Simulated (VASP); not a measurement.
# WS2 in VASP: notebook

The runs below take WS2 through single point, with PBEsol.

Program: VASP 6.6.1. These are calculated values, not measurements. Logs are shortened: lines on timing, memory, paths and dates and some standing lists are left out, and cuts for length are marked.

**1. The cell of the first run**

The cell holds a slab with vacuum, 6 atoms: a = 3.224 Å, b = 3.224 Å, c = 25.143 Å, α = 90.00°, β = 90.00°, γ = 120.00°.

**2. Single point, PBEsol (37.72 Å³/atom)**

INCAR reads:

```
  PREC = Accurate
  ENCUT = 520
  EDIFF = 1E-6
  ISMEAR = 0
  SIGMA = 0.05
  LREAL = F
  LASPH = T
  NELM = 80
  ALGO = Normal
  ISIF = 2
  LWAVE = F
  LCHARG = F
  GGA = PS
  NBANDS = 35
```

KPOINTS reads:

```
regular mesh
0
Gamma
  12 12 2
```

POSCAR reads:

```
WS2
1.0
    3.2237101709      0.0000000000      0.0000000000
   -1.6118550854      2.7918149024      0.0000000000
    0.0000000000      0.0000000000     25.1433274776
W S
2 4
Direct
    0.3333333333      0.6666666667      0.6345659624
    0.6666666667      0.3333333333      0.3654340376
    0.3333333333      0.6666666667      0.2989660749
    0.6666666667      0.3333333333      0.5680485953
    0.3333333333      0.6666666667      0.4319514047
    0.6666666667      0.3333333333      0.7010339251
```

Potentials or basis: VASP PAW PBE potentials, release 64 (W_sv, S).

The run is started by

```bash
> cat potpaw_PBE.64/W_sv/POTCAR potpaw_PBE.64/S/POTCAR > POTCAR
> mpirun -np 1 vasp_std > vasp.out
```

OUTCAR:

```text
PREC = Accurate
   ENCUT = 520
   EDIFF = 1E-6
   ISMEAR = 0
   LREAL = F
   LASPH = T
   NELM = 80
   ISIF = 2
   GGA = PS

 ion  position               nearest neighbor table
   1  0.333  0.667  0.635-   6 2.50   6 2.50   6 2.50   4 2.50   4 2.50   4 2.50
   2  0.667  0.333  0.365-   3 2.50   3 2.50   3 2.50   5 2.50   5 2.50   5 2.50
   3  0.333  0.667  0.299-   2 2.50   2 2.50   2 2.50
   4  0.667  0.333  0.568-   1 2.50   1 2.50   1 2.50
   5  0.333  0.667  0.432-   2 2.50   2 2.50   2 2.50
   6  0.667  0.333  0.701-   1 2.50   1 2.50   1 2.50

  LATTYP: Found a hexagonal cell.
 ALAT       =     3.2237101709
 C/A-ratio  =     7.7994999999

  Lattice vectors:

 A1 = (   3.2237101709,   0.0000000000,   0.0000000000)
 A2 = (  -1.6118550854,   2.7918149024,   0.0000000000)
 A3 = (   0.0000000000,   0.0000000000,  25.1433274776)

Analysis of symmetry for initial positions (statically):
=====================================================================
 Subroutine PRICEL returns:
 Original cell was already a primitive cell.

 Routine SETGRP: Setting up the symmetry group for a
 hexagonal supercell.

 Subroutine GETGRP returns: Found 12 space group operations
 (whereof 12 operations were pure point group operations)
 out of a pool of 24 trial point group operations.

The static configuration has the point symmetry D_3d.

Analysis of symmetry for dynamics (positions and initial velocities):
=====================================================================
 Subroutine PRICEL returns:
 Original cell was already a primitive cell.

 Routine SETGRP: Setting up the symmetry group for a
 hexagonal supercell.

 Subroutine GETGRP returns: Found 12 space group operations
 (whereof 12 operations were pure point group operations)
 out of a pool of 24 trial point group operations.

The dynamic configuration has the point symmetry D_3d.

 Subroutine INISYM returns: Found 12 space group operations
 (whereof 12 operations are pure point group operations),
 and found     1 'primitive' translations

----------------------------------------------------------------------------------------

                                     Primitive cell

  volume of cell :     226.2900

  direct lattice vectors                    reciprocal lattice vectors
     3.223710171  0.000000000  0.000000000     0.310201584  0.179094968  0.000000000
    -1.611855085  2.791814902  0.000000000     0.000000000  0.358189936  0.000000000
[... 98 lines left out ...]
   NFREE  =      0    steps in history (QN), initial steepest desc. (CG)
   ISIF   =      2    stress and relaxation
   ISYM   =      2    0-nonsym 1-usesym 2-fastsym
   POTIM  = 0.5000    time-step for ionic-motion
   TEBEG  =    0.0;   TEEND  =   0.0 temperature during run
   PSTRESS=    0.0 pullay stress
   NELECT =      52.0000    total number of electrons
   NUPDOWN=      -1.0000    fix difference up-down
   EMIN   =  10.00;   EMAX   =-10.00  energy-range for DOS
   EFERMI =   0.00;   METHOD = LEGACY
   ISMEAR =     0;   SIGMA  =   0.05  broadening in eV -4-tet -1-fermi 0-gaus
   EFERMI_NEDOS =   21; number of points for ismear=-14 and -15
   IALGO  =     38    algorithm
   IMIX   =      4    mixing-type and parameters
     AMIX     =   0.40;   BMIX     =  1.00
     AMIX_MAG =   1.60;   BMIX_MAG =  1.00
  volume/ion in A,a.u.               =      37.72       254.51
  Fermi-wavevector in a.u.,A,eV,Ry     =   1.002738  1.894900 13.680435  1.005484
  Thomas-Fermi vector in A             =   2.135245
   LORBIT       =      0    0 simple, 1 ext, 2 COOP (PROOUT), +10 PAW based schemes
   GGA     = PS    functional components
   LHFCALC =     F    Hartree Fock is set to
   AEXX    =    0.0000 exact exchange contribution
   IVDW    =     0    specifies the selected vdW correction
   LEPSILON=     F    determine dielectric tensor
   LRPA    =     F    only Hartree local field effects (RPA)
 non-spin polarized calculation
 Gauss-broadening in eV      SIGMA  =   0.05
  energy-cutoff  :      520.00
  volume of cell :      226.29
 maximum number of plane-waves:      6162
 NGX is ok and might be reduce to    24
   NGX = 11   NGY = 11   NGZ = 93

 number of electron      52.0000010 magnetization

 Free energy of the ion-electron system (eV)
  ---------------------------------------------------
  ext. energy  EPLUGINS =         0.00000000
  ---------------------------------------------------
  free energy    TOTEN  =       -49.79341378 eV

  energy without entropy =      -49.79341378  energy(sigma->0) =      -49.79341378

 E-fermi :   0.6222     XC(G=0):  -5.8922

 val. band max:        0.2579823484   @ k =   0.3333   0.3333   0.5000
 cond. band min:       1.7184741661   @ k =   0.1667   0.1667   0.5000
 fundamental gap:      1.4604918177
 Fermi energy:         0.6222209159

 k-point     1 :       0.0000    0.0000    0.0000
  band No.  band energies     occupation
      1     -73.9838      2.00000
      2     -73.9838      2.00000
      3     -38.1524      2.00000
      4     -38.1524      2.00000
      5     -38.0090      2.00000
      6     -38.0090      2.00000
[... 901 lines left out ...]
     34       4.1728      0.00000
     35       6.2237      0.00000

 [... further k-points ...]

------------------------ aborting loop because EDIFF is reached ----------------------------------------

  FORCE on cell =-STRESS in cart. coord.  units (eV):
  Direction    XX          YY          ZZ          XY          YZ          ZX
  --------------------------------------------------------------------------------------
  -------------------------------------------------------------------------------------
  Total       -9.3149982     -9.3149982    -14.9338213     -0.0000000     -0.0000000      0.0000000
  in kB      -65.9520040    -65.9520040   -105.7343674     -0.0000000     -0.0000000      0.0000000
  external PRESSURE =     -79.2127918 kB  Pullay stress =       0.0000000 kB

 VOLUME and BASIS-vectors are now :
 -----------------------------------------------------------------------------
  energy-cutoff  :      520.00
  volume of cell :      226.29
      direct lattice vectors                 reciprocal lattice vectors
     3.223710171  0.000000000  0.000000000     0.310201584  0.179094968  0.000000000
    -1.611855085  2.791814902  0.000000000     0.000000000  0.358189936  0.000000000
     0.000000000  0.000000000 25.143327478     0.000000000  0.000000000  0.039771983

 POSITION                                       TOTAL-FORCE (eV/Angst)
 -----------------------------------------------------------------------------------
     -0.00000      1.86121     15.95510         0.000000      0.000000     -0.003114
      1.61186      0.93060      9.18823        -0.000000     -0.000000      0.003114
     -0.00000      1.86121      7.51700        -0.000000     -0.000000      2.208686
      1.61186      0.93060     14.28263        -0.000000     -0.000000      2.183118
     -0.00000      1.86121     10.86070         0.000000      0.000000     -2.183118
      1.61186      0.93060     17.62633        -0.000000     -0.000000     -2.208686
 -----------------------------------------------------------------------------------
    total drift:                                0.000000      0.000000      0.000000

  FREE ENERGIE OF THE ION-ELECTRON SYSTEM (eV)
  ---------------------------------------------------
  free  energy   TOTEN  =       -49.7934137806 eV

  energy  without entropy=      -49.7934137806  energy(sigma->0) =      -49.79341378
```

OSZICAR:

```text
N       E                     dE             d eps       ncg     rms          rms(c)
DAV:   1     0.460390580135E+03    0.46039E+03   -0.27501E+04  3164   0.131E+03
DAV:   2    -0.188794070236E+02   -0.47927E+03   -0.46572E+03  3366   0.330E+02
DAV:   3    -0.517478906066E+02   -0.32868E+02   -0.32441E+02  3335   0.833E+01
[... 16 lines left out ...]
DAV:  20    -0.497934002517E+02   -0.16594E-04   -0.85969E-07  2372   0.294E-03    0.255E-03
DAV:  21    -0.497934092838E+02   -0.90321E-05   -0.47890E-07  2279   0.205E-03    0.822E-04
DAV:  22    -0.497934121599E+02   -0.28761E-05   -0.12467E-07  1953   0.873E-04    0.557E-04
DAV:  23    -0.497934132227E+02   -0.10628E-05   -0.56223E-08  1760   0.614E-04    0.226E-04
DAV:  24    -0.497934137806E+02   -0.55786E-06   -0.39916E-08  1824   0.421E-04
   1 F= -.49793414E+02 E0= -.49793414E+02  d E =-.351395E-26
```

Wall time 5.5 min (1 thread of Intel Xeon Platinum 8488C (Sapphire Rapids), shared host); peak memory 0.45 GiB.

Results:

| Item | Value |
| --- | --- |
| Free energy | -49.7934 eV |
| Largest force | 2.209 eV/Å |
| Band gap on the k mesh | 1.46 eV (least direct gap 1.87 eV) |

Forces on the atoms (eV/Å):
```
W    0.000  0.000 -0.003
W    0.000  0.000  0.003
S    0.000  0.000  2.209
S    0.000  0.000  2.183
S    0.000  0.000 -2.183
S    0.000  0.000 -2.209
```

Caveat: the PAW data sets were made with another functional, which shifts forces and pressure a little; spin-orbit coupling is left out, which moves the levels of the heavy elements.

**3. Single point, PBEsol (37.72 Å³/atom)**

INCAR reads:

```
ALGO = Normal
EDIFF = 1E-6
ENCUT = 520
GGA = PS
ISIF = 2
ISMEAR = 0
LASPH = T
LCHARG = F
LREAL = F
LWAVE = F
NBANDS = 35
NELM = 80
PREC = Accurate
SIGMA = 0.05
```

KPOINTS reads:

```
k-points
0
Gamma
  12 12 2
```

POSCAR, as its differences from that of step 2:

```diff
@@ -2,5 +2,5 @@
 1.0
-    3.2237101709      0.0000000000      0.0000000000
-   -1.6118550854      2.7918149024      0.0000000000
-    0.0000000000      0.0000000000     25.1433274776
+    3.3559250626      0.0000000000      0.0000000000
+   -1.6779625313      2.9063163574      0.0000000000
+    0.0000000000      0.0000000000     23.2011879202
 W S
```

Potentials or basis: VASP PAW PBE potentials, release 64 (W_sv, S).

The run is started by

```bash
> cat potpaw_PBE.64/W_sv/POTCAR potpaw_PBE.64/S/POTCAR > POTCAR
> mpirun -np 1 vasp_std > vasp.out
```

It took 6 min on 1 thread of Intel Xeon Platinum 8488C (Sapphire Rapids), shared host; peak memory 0.5 GiB.

The run converged. Its results:

```yaml
Free_energy: -49.6804 eV
Largest_force: 0.809 eV/Å
Band_gap_on_the_k_mesh: 0.56 eV (least direct gap 1.26 eV)
```

Forces in eV/Å, atoms in the order of the input:
```
W    0.000  0.000  0.004
W    0.000  0.000 -0.004
S    0.000  0.000  0.809
S    0.000  0.000  0.807
S    0.000  0.000 -0.807
S    0.000  0.000 -0.809
```

Levels at points of the mesh, in eV from the valence-band top:
| k point | band 24 | band 25 | band 26 | band 27 | band 28 | band 29 |
| --- | --- | --- | --- | --- | --- | --- |
| (0.00, 0.00, 0.00) | -1.76 | -0.40 | 0.00 | 1.84 | 1.84 | 1.85 |
| (0.50, 0.00, 0.00) | -2.20 | -1.47 | -1.36 | 1.53 | 1.55 | 1.90 |
| (0.00, 0.00, 0.50) | -1.76 | -0.40 | 0.00 | 1.84 | 1.84 | 1.85 |
| (0.50, 0.00, 0.50) | -2.20 | -1.47 | -1.36 | 1.53 | 1.55 | 1.90 |

Caveat: the PAW data sets were made with another functional, which shifts forces and pressure a little; spin-orbit coupling is left out, which moves the levels of the heavy elements.
